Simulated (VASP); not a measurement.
# Sb (Fd-3m) in VASP: notebook

Runs on Sb. Level: PBE. Tasks: single point, relaxation of cell and atoms.

All numbers are computed with VASP 6.6.1; they aren't measurements. Logs are shortened: lines on timing, memory, paths and dates and some standing lists are left out, and cuts for length are marked.

### Step 1. The cell of the first run

Symmetry: Fd-3m, No. 227, cubic system. Conventional cell: a = 6.989 Å, b = 6.989 Å, c = 6.989 Å, α = 90.00°, β = 90.00°, γ = 90.00°. Within 4.0 Å of Sb (site symmetry -43m) lie 4 Sb at 3.03 Å.

This isn't the form of Sb at room conditions, which is rhombohedral.

### Step 2. Single point, PBE

INCAR

```
SYSTEM = Sb
PREC = Accurate ; ENCUT = 520
EDIFF = 1E-7 ; ISMEAR = 0
SIGMA = 0.1 ; LREAL = .False.
LASPH = .True. ; NELM = 60
ALGO = Normal ; ISIF = 2
LWAVE = .False. ; LCHARG = .True.
GGA = PE ; LELF = .True.
LVHAR = .True. ; NBANDS = 12
```

KPOINTS

```
regular mesh
0
Gamma
  14 14 14
  0 0 0
```

POSCAR

```
Sb
1.0
    0.0000000000      3.4946901784      3.4946901784
    3.4946901784      0.0000000000      3.4946901784
    3.4946901784      3.4946901784      0.0000000000
Sb
2
Direct
    0.0000000000      0.0000000000      0.0000000000
    0.2500000000      0.2500000000      0.2500000000
```

Potentials or basis: VASP PAW PBE potentials, release 64 (Sb).

The run is started by

```console
> cat potpaw_PBE.64/Sb/POTCAR > POTCAR
> mpirun -np 1 vasp_std > vasp.out
```

OUTCAR:

```text
SYSTEM = Sb
   PREC = Accurate
   ENCUT = 520
   EDIFF = 1E-7
   ISMEAR = 0
   LREAL = .False.
   LASPH = .True.
   NELM = 60
   ISIF = 2
   GGA = PE

 ion  position               nearest neighbor table
   1  0.000  0.000  0.000-   2 3.03   2 3.03   2 3.03   2 3.03
   2  0.250  0.250  0.250-   1 3.03   1 3.03   1 3.03   1 3.03

  LATTYP: Found a face centered cubic cell.
 ALAT       =     6.9893803568

  Lattice vectors:

 A1 = (   0.0000000000,   3.4946901784,   3.4946901784)
 A2 = (   3.4946901784,   0.0000000000,   3.4946901784)
 A3 = (   3.4946901784,   3.4946901784,   0.0000000000)

Analysis of symmetry for initial positions (statically):
=====================================================================
 Subroutine PRICEL returns:
 Original cell was already a primitive cell.

 Routine SETGRP: Setting up the symmetry group for a
 face centered cubic supercell.

 Subroutine GETGRP returns: Found 48 space group operations
 (whereof 24 operations were pure point group operations)
 out of a pool of 48 trial point group operations.

The static configuration has the point symmetry T_d .
 The point group associated with its full space group is O_h .

Analysis of symmetry for dynamics (positions and initial velocities):
=====================================================================
 Subroutine PRICEL returns:
 Original cell was already a primitive cell.

 Routine SETGRP: Setting up the symmetry group for a
 face centered cubic supercell.

 Subroutine GETGRP returns: Found 48 space group operations
 (whereof 24 operations were pure point group operations)
 out of a pool of 48 trial point group operations.

The dynamic configuration has the point symmetry T_d .
 The point group associated with its full space group is O_h .

 Subroutine INISYM returns: Found 48 space group operations
 (whereof 24 operations are pure point group operations),
 and found     1 'primitive' translations

----------------------------------------------------------------------------------------

                                     Primitive cell

  volume of cell :      85.3603

  direct lattice vectors                    reciprocal lattice vectors
     0.000000000  3.494690178  3.494690178    -0.143074200  0.143074200  0.143074200
     3.494690178  0.000000000  3.494690178     0.143074200 -0.143074200  0.143074200
     3.494690178  3.494690178  0.000000000     0.143074200  0.143074200 -0.143074200

  length of vectors
     4.942238247  4.942238247  4.942238247     0.247811783  0.247811783  0.247811783

  position of ions in fractional coordinates (direct lattice)
     0.000000000  0.000000000  0.000000000
     0.250000000  0.250000000  0.250000000
[... 91 lines left out ...]
   EFERMI =   0.00;   METHOD = LEGACY
   ISMEAR =     0;   SIGMA  =   0.10  broadening in eV -4-tet -1-fermi 0-gaus
   EFERMI_NEDOS =   21; number of points for ismear=-14 and -15
   IALGO  =     38    algorithm
   IMIX   =      4    mixing-type and parameters
     AMIX     =   0.40;   BMIX     =  1.00
     AMIX_MAG =   1.60;   BMIX_MAG =  1.00
  volume/ion in A,a.u.               =      42.68       288.02
  Fermi-wavevector in a.u.,A,eV,Ry     =   0.801044  1.513753  8.730462  0.641671
  Thomas-Fermi vector in A             =   1.908455
   LORBIT       =      0    0 simple, 1 ext, 2 COOP (PROOUT), +10 PAW based schemes
   GGA     = PE    functional components
   LHFCALC =     F    Hartree Fock is set to
   AEXX    =    0.0000 exact exchange contribution
   IVDW    =     0    specifies the selected vdW correction
   LEPSILON=     F    determine dielectric tensor
   LRPA    =     F    only Hartree local field effects (RPA)
 non-spin polarized calculation
 Gauss-broadening in eV      SIGMA  =   0.10
  energy-cutoff  :      520.00
  volume of cell :       85.36
 maximum number of plane-waves:      2332
 NGX is ok and might be reduce to    40
   NGX = 19   NGY = 19   NGZ = 19

 number of electron      10.0000000 magnetization

 number of electron       9.9999999 magnetization

 Free energy of the ion-electron system (eV)
  ---------------------------------------------------
  ext. energy  EPLUGINS =         0.00000000
  ---------------------------------------------------
  free energy    TOTEN  =        -7.66772561 eV

  energy without entropy =       -7.66380578  energy(sigma->0) =       -7.66576570

 E-fermi :   3.8765     XC(G=0):  -7.8588

 val. band max:        3.8480031964   @ k =  -0.3571   0.3571   0.1429
 cond. band min:       3.9727109741   @ k =  -0.2857   0.4286   0.1429
 fundamental gap:      0.1247077777
 Fermi energy:         3.8764729500

 k-point     1 :       0.0000    0.0000    0.0000
  band No.  band energies     occupation
      1      -7.5585      2.00000
      2      -1.5153      2.00000
      3       2.1151      2.00000
      4       2.1151      2.00000
      5       2.1151      2.00000
      6       4.3966      0.00000
      7       4.3966      0.00000
      8       4.3966      0.00000
      9       7.8265      0.00000
     10      10.2128      0.00000
     11      10.2128      0.00000
     12      11.4079      0.00000
[... 331 lines left out ...]
 k-point    24 :       0.2857    0.1429    0.0000
  band No.  band energies     occupation
      1      -7.0650      2.00000
      2      -3.0368      2.00000
      3       1.1606      2.00000
      4       1.3001      2.00000
      5       2.9376      2.00000
      6       4.2382      0.00000
      7       5.7041      0.00000
      8       5.9101      0.00000
      9       8.7071      0.00000
     10       9.6356      0.00000
     11      10.4208      0.00000
     12      11.6366      0.00000

 [... further k-points ...]

------------------------ aborting loop because EDIFF is reached ----------------------------------------

  FORCE on cell =-STRESS in cart. coord.  units (eV):
  Direction    XX          YY          ZZ          XY          YZ          ZX
  --------------------------------------------------------------------------------------
  -------------------------------------------------------------------------------------
  Total        0.0026847      0.0026847      0.0026847      0.0000000      0.0000000      0.0000000
  in kB        0.0503908      0.0503908      0.0503908      0.0000000      0.0000000      0.0000000
  external PRESSURE =       0.0503908 kB  Pullay stress =       0.0000000 kB

 VOLUME and BASIS-vectors are now :
 -----------------------------------------------------------------------------
  energy-cutoff  :      520.00
  volume of cell :       85.36
      direct lattice vectors                 reciprocal lattice vectors
     0.000000000  3.494690178  3.494690178    -0.143074200  0.143074200  0.143074200
     3.494690178  0.000000000  3.494690178     0.143074200 -0.143074200  0.143074200
     3.494690178  3.494690178  0.000000000     0.143074200  0.143074200 -0.143074200

 POSITION                                       TOTAL-FORCE (eV/Angst)
 -----------------------------------------------------------------------------------
      0.00000      0.00000      0.00000        -0.000000     -0.000000     -0.000000
      1.74735      1.74735      1.74735         0.000000      0.000000      0.000000
 -----------------------------------------------------------------------------------
    total drift:                               -0.000000      0.000000      0.000000

  FREE ENERGIE OF THE ION-ELECTRON SYSTEM (eV)
  ---------------------------------------------------
  free  energy   TOTEN  =        -7.6677256123 eV

  energy  without entropy=       -7.6638057797  energy(sigma->0) =       -7.66576570
```

Wall time 2.4 min (1 thread of Intel Xeon 8259CL, shared host); peak memory 0.29 GiB.

What came out:

```yaml
Free_energy: -7.6677 eV
Pressure: 0.0 GPa
Band_gap_on_the_k_mesh: zero (bands 5 and 6 overlap by 1.12 eV)
```

Caveat: spin-orbit coupling is left out, which moves the levels of the heavy elements.

### Step 3. Relaxation of cell and atoms, PBE

This run uses another cell than the first one, of 41.75 Å³/atom.

INCAR

```
SYSTEM = Sb
PREC = Accurate ; ENCUT = 600
EDIFF = 1E-6 ; ISMEAR = 0
SIGMA = 0.1 ; LREAL = .False.
LASPH = .True. ; NELM = 80
ALGO = Normal ; ISIF = 3
LWAVE = .False. ; LCHARG = .False.
GGA = PE ; IBRION = 2
NSW = 100 ; EDIFFG = -0.01
```

KPOINTS is that of step 2.

POSCAR

```
Sb
1.0
    0.0000000000      3.4691335941      3.4691335941
    3.4691335941      0.0000000000      3.4691335941
    3.4691335941      3.4691335941      0.0000000000
Sb
2
Direct
    0.0000000000      0.0000000000      0.0000000000
    0.2500000000      0.2500000000      0.2500000000
```

Potentials or basis: VASP PAW PBE potentials, release 64 (Sb).

The run is started by

```console
> cat potpaw_PBE.64/Sb/POTCAR > POTCAR
> mpirun -np 1 vasp_std > vasp.out
```

Run time: 2.9 min. Hardware: 1 thread of Intel Xeon 8259CL, shared host; peak memory 0.3 GiB.

Results (log left out):

```
Free energy                           : -7.6677 eV
Relaxed volume                        : 42.68 Å³/atom
Relaxed cell                          : a = 4.942 Å, b = 4.942 Å, c = 4.942 Å, α = 60.00°, β = 60.00°, γ = 60.00°
Space group after relaxing (to 0.1 Å) : Fd-3m (No. 227)
Energy gained by relaxing             : 2.1 meV/atom
Ionic steps                           : 3
Pressure after relaxing               : 0.0 GPa
Band gap on the k mesh                : zero (bands 5 and 6 overlap by 1.12 eV)
```

Step by step:
```tsv
step	energy change (eV)	largest force (eV/Å)	pressure (GPa)	volume (Å³)
1	0.0000	0.0000	0.74	83.50
2	-0.0039	0.0000	-0.18	85.85
3	-0.0042	0.0000	0.00	85.36
```

Final structure:
```xyz
2
Lattice="0.0000 3.4947 3.4947 3.4947 0.0000 3.4947 3.4947 3.4947 0.0000" Properties=species:S:1:pos:R:3 pbc="T T T"
Sb    0.0000    0.0000    0.0000
Sb    1.7474    1.7474    1.7474
```

Levels at points of the mesh, in eV from the Fermi level:
```
           k point  band 2  band 3  band 4  band 5  band 6  band 7  band 8  band 9
(0.00, 0.00, 0.00)   -5.39   -1.76   -1.76   -1.76    0.52    0.52    0.52    3.95
(0.50, 0.00, 0.00)   -8.04   -2.52   -2.52   -2.22    1.56    1.56    3.94    5.60
(0.50, 0.50, 0.00)   -9.29   -3.36   -3.36   -0.45   -0.45    4.12    4.12    6.12
```

Caveat: spin-orbit coupling is left out, which moves the levels of the heavy elements.
